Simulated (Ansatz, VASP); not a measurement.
# One calculation of KTaO3, two programs

POSCAR

```
KTaO3
1.0
    4.3871300000      0.0000000000      0.0000000000
    0.0000000000      3.9883000000      0.0000000000
    0.0000000000      0.0000000000      3.9883000000
K Ta O
1 1 3
Direct
    0.5000000000      0.5000000000      0.5000000000
    0.0000000000      0.0000000000      0.0000000000
    0.5000000000      0.0000000000      0.0000000000
    0.0000000000      0.5000000000      0.0000000000
    0.0000000000      0.0000000000      0.5000000000
```

The input INCAR.step1:

```
PREC = Accurate
ENCUT = 520
ISMEAR = 0
SIGMA = 0.05
LREAL = False
LASPH = True
NELM = 80
NBANDS = 27
GGA = PE
ALGO = Normal
EDIFF = 1E-4
LWAVE = True
LCHARG = False
```

INCAR.step2

```
PREC = Accurate
ENCUT = 520
EDIFF = 1E-6
ISMEAR = 0
SIGMA = 0.05
LREAL = False
LASPH = True
NELM = 80
ALGO = Normal
ISIF = 2
LWAVE = False
LCHARG = False
METAGGA = R2SCAN
LMIXTAU = True
NBANDS = 27
ISTART = 1
```

Contents of KPOINTS:

```
Automatic mesh
0
Gamma
  6 6 6
```

Input for Ansatz:

```yaml
crystal:
  lattice:
    - [4.38713, 0.0, 0.0]
    - [0.0, 3.9883, 0.0]
    - [0.0, 0.0, 3.9883]
  atoms:
    - { symbol: K, position: [0.5, 0.5, 0.5] }
    - { symbol: Ta, position: [0.0, 0.0, 0.0] }
    - { symbol: O, position: [0.5, 0.0, 0.0] }
    - { symbol: O, position: [0.0, 0.5, 0.0] }
    - { symbol: O, position: [0.0, 0.0, 0.5] }
basis:
  ecutwfc: 500
kpoints:
  mp_grid: { grid: [6, 6, 6] }
hamiltonian:
  xc: r2scan
scf:
  occupations: { method: gaussian, width: 0.05 }
output:
  forces: true
  stress: true
  eigenvalues: true
```

Change from the starting cell: strain +0.1000 x Voigt [1, 0, 0, 0, 0, 0], atoms carried along.

Alike in both runs: task single point; functional r2SCAN; k mesh 6 × 6 × 6; occupations gaussian, width 0.05 eV; no spin polarisation.

|  | VASP | Ansatz |
| --- | --- | --- |
| version | VASP 6.6.1 | Ansatz 0.2.0 |
| potentials or method | VASP PAW PBE potentials, release 64 (K_sv, Ta_pv, O), cutoff 520 eV | scalar-relativistic, plane waves, PAW |
| valence electrons in the cell | 38 | 40 |

```tsv
	VASP	Ansatz	Ansatz less VASP
gap on the k mesh at the Fermi level (eV)	2.19	2.21	+0.022
least direct gap on the mesh (eV)	2.63	2.65	+0.017
pressure (GPa)	-12.7	-13.3	-0.63
traceless stress, the component that is largest in VASP (GPa)	-14.36	-14.19	+0.175
```

VASP's potentials were made for PBE, not for r2SCAN. VASP's potentials hold 38 valence electrons a cell and Ansatz's 40, so a difference there can come from the potentials and not from the codes.

Neither program's run includes spin-orbit coupling.
